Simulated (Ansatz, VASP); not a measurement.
# Two plane-wave programs on CaO

File POSCAR:

```
CaO
1.0
    0.0000000000      2.6449200000      2.4490000000
    2.6449200000      0.0000000000      2.4490000000
    2.6449200000      2.6449200000      0.0000000000
Ca O
1 1
Direct
    0.0000000000      0.0000000000      0.0000000000
    0.5000000000      0.5000000000      0.5000000000
```

File INCAR.step1:

```
SYSTEM = CaO
ALGO = Normal
EDIFF = 1E-4
ENCUT = 520
GGA = PE
ISMEAR = 0
LASPH = .TRUE.
LCHARG = .FALSE.
LREAL = .FALSE.
LWAVE = .TRUE.
NBANDS = 15
NELM = 100
PREC = Accurate
SIGMA = 0.05
```

Contents of INCAR.step2:

```
SYSTEM = CaO
ALGO = Normal
EDIFF = 1E-7
ENCUT = 520
ISIF = 2
ISMEAR = 0
ISTART = 1
LASPH = .TRUE.
LCHARG = .FALSE.
LMIXTAU = .TRUE.
LREAL = .FALSE.
LWAVE = .FALSE.
METAGGA = R2SCAN
NBANDS = 15
NELM = 100
PREC = Accurate
SIGMA = 0.05
```

The input KPOINTS:

```
k-points
0
G
  8 8 8
  0 0 0
```

Input for Ansatz:

```yaml
crystal:
  lattice:
    - [0.0, 2.64492, 2.449]
    - [2.64492, 0.0, 2.449]
    - [2.64492, 2.64492, 0.0]
  atoms:
    - { symbol: Ca, position: [0.0, 0.0, 0.0] }
    - { symbol: O, position: [0.5, 0.5, 0.5] }
basis:
  ecutwfc: 500
kpoints:
  mp_grid: { grid: [8, 8, 8] }
hamiltonian:
  xc: r2scan
scf:
  occupations: { method: gaussian, width: 0.05 }
output:
  forces: true
  stress: true
  eigenvalues: true
```

Change from the starting cell: strain +0.080 along x and y, +0.000 along z, atoms carried along.

Alike in both runs: task single point; functional r2SCAN; k mesh 8 × 8 × 8; occupations gaussian, width 0.05 eV; no spin polarisation.

|  | VASP | Ansatz |
| --- | --- | --- |
| version | VASP 6.6.1 | Ansatz 0.2.0 |
| potentials or method | VASP PAW PBE potentials, release 64 (Ca_sv, O), cutoff 520 eV | scalar-relativistic, plane waves, PAW |
| valence electrons in the cell | 16 | 16 |

```tsv
	VASP	Ansatz	Ansatz less VASP
gap on the k mesh at the Fermi level (eV)	3.72	3.72	+0.003
least direct gap on the mesh (eV)	3.72	3.72	+0.003
pressure (GPa)	-14.6	-15.1	-0.43
traceless stress, the component that is largest in VASP (GPa)	2.39	2.06	-0.328
```

VASP's potentials were made for PBE, not for r2SCAN. With one functional, cell and mesh, what is left measures potentials, basis and numerics.
